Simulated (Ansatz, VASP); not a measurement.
# Two plane-wave programs on In4Sb3As

```
As In Sb
1.0
     4.56383    0.00000    0.00000
     0.00000    4.56383    0.00000
     0.00000    0.00000   12.87132
As In Sb
1 4 3
Direct
  0.00000 0.00000 0.00000
  0.00000 0.50000 0.88765
  0.50000 0.00000 0.62944
  0.00000 0.50000 0.37056
  0.50000 0.00000 0.11235
  0.50000 0.50000 0.75848
  0.00000 0.00000 0.50000
  0.50000 0.50000 0.24152
```

Alike in both runs: task single point; functional r2SCAN; k mesh 6 × 6 × 2; occupations fermi-dirac, width 0.02 eV; no spin polarisation.

```csv
,VASP,Ansatz
version,VASP 6.6.1,Ansatz 0.2.0
potentials or method,"VASP PAW PBE potentials, release 64 (As, In_d, Sb)","plane waves, PAW"
plane-wave cutoff (eV),520,500
valence electrons in the cell,72,112
```

|  | VASP | Ansatz | Ansatz less VASP |
| --- | --- | --- | --- |
| pressure (GPa) | 0.0 | 0.0 | 0.00 |

VASP's potentials were made for PBE, not for r2SCAN. VASP's potentials hold 72 valence electrons a cell and Ansatz's 112, so a difference there can come from the potentials and not from the codes.

Spin-orbit coupling is off throughout.
